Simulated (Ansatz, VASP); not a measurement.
CuO, level by level in two programs

```
Cu O
1.0
     1.97761   -2.13910    0.00000
     1.97761    2.13910    0.00000
     0.00000    0.00000    5.12132
Cu O
2 2
Direct
  0.50000 0.00000 0.00000
  0.00000 0.50000 0.50000
  0.50000 0.50000 0.25000
  0.50000 0.50000 0.75000
```

Single points on this cell with VASP 6.6.1 and Ansatz 0.2.0. Each row is one pair of runs. Alike in all rows: spin: off; k mesh: 9 × 9 × 5; smearing: fermi-dirac, width 0.05 eV; Ansatz's potentials, cutoff: Ansatz PAW, 420 eV.

| level | VASP's potentials, cutoff | gap on the k mesh at the Fermi level (eV), VASP | gap on the k mesh at the Fermi level (eV), Ansatz | pressure (GPa), VASP | pressure (GPa), Ansatz |
| --- | --- | --- | --- | --- | --- |
| PBEsol | VASP PAW PBE potentials, release 64 (Cu_sv_GW, O), 820 eV | none | none | -3.8 | -3.0 |
| LDA | VASP PAW LDA potentials, release 64 (Cu_sv_GW, O), 820 eV | none | none | -9.6 | -9.3 |
| RPBE | VASP PAW PBE potentials, release 64 (Cu_sv_GW, O), 820 eV | ? | none | ? | 10.0 |

Question: Fill in what VASP gave in row 3.

Answer: gap on the k mesh at the Fermi level (eV): none; pressure (GPa): 9.2.

A gap of «none» marks a metal or a gap that the smearing closes.
